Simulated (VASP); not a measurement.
Runs of VASP 6.6.1 on GaN. The structure is that of space group P6_3mc (No. 186), or close to it. The cells are those of the table. 

```tsv
cell	gap on the mesh (eV)	pressure (GPa)	largest force (eV/Å)
a = 3.259, b = 3.259, c = 5.295 Å, angles 90.0, 90.0, 120.0°, 4 atoms	(a)	-10.8	(b)
a = 3.259, b = 3.259, c = 5.424 Å, angles 90.0, 90.0, 120.0°, 4 atoms	1.63	-14.1	0.01
a = 3.180, b = 3.180, c = 5.424 Å, angles 90.0, 90.0, 120.0°, 4 atoms	1.87	(c)	0.18
a = 3.259, b = 3.259, c = 5.166 Å, angles 90.0, 90.0, 120.0°, 4 atoms	2.07	-6.7	0.36
a = 3.339, b = 3.339, c = 5.037 Å, angles 90.0, 90.0, 120.0°, 4 atoms	1.85	(d)	0.93
a = 3.339, b = 3.339, c = 4.908 Å, angles 90.0, 90.0, 120.0°, 4 atoms	2.00	-3.2	1.54
a = 3.339, b = 3.339, c = 5.166 Å, angles 90.0, 90.0, 120.0°, 4 atoms	1.71	-13.4	0.50
```

Alike in all rows: task single point; level r2SCAN; potentials or basis VASP PAW PBE potentials, release 64 (Ga_d, N); no spin polarisation; k mesh 12 × 12 × 6; cutoff (eV) 520; smearing gaussian 0.05 eV.

Question: Estimate the missing entries.

Answer: (a) 1.86; (b) 0.12; (c) -6.3; (d) -8.9.

Caveats: the PAW data sets were made with another functional, which shifts forces and pressure a little.

A k mesh can miss the band edges, and the runs leave out spin-orbit coupling on Ga.
